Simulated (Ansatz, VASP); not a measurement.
## Two plane-wave programs on Li2S

```xyz
3
Lattice="0.0000 2.8273 2.8273 2.8273 0.0000 2.8273 2.8273 2.8273 0.0000" Properties=species:S:1:pos:R:3 pbc="T T T"
Li    1.4137    1.4137    1.4137
Li    4.2410    4.2410    4.2410
S     0.0000    0.0000    0.0000
```

Alike in both runs: functional PBEsol; k mesh 10 × 10 × 10; occupations fermi-dirac, width 0.1 eV; no spin polarisation.

Ansatz relaxed the structure, and its values are those at the end. VASP's run is a single point on that final structure, the one shown.

```csv
,VASP,Ansatz
version,VASP 6.6.1,Ansatz 0.2.0
potentials or method,"VASP PAW PBE potentials, release 64 (Li_sv, S)","PAW with Ansatz's default frozen-core files, scalar-relativistic"
plane-wave cutoff (eV),750,420
valence electrons in the cell,12,12
```

VASP gave:

| Item | Value |
| --- | --- |
| pressure (GPa) | -0.1 |

Problem. Which values does Ansatz return?

Solution. Pressure (GPa): 0.0.

VASP's potentials were made for PBE, not for PBEsol. With one functional, cell and mesh, what is left measures potentials, basis and numerics.
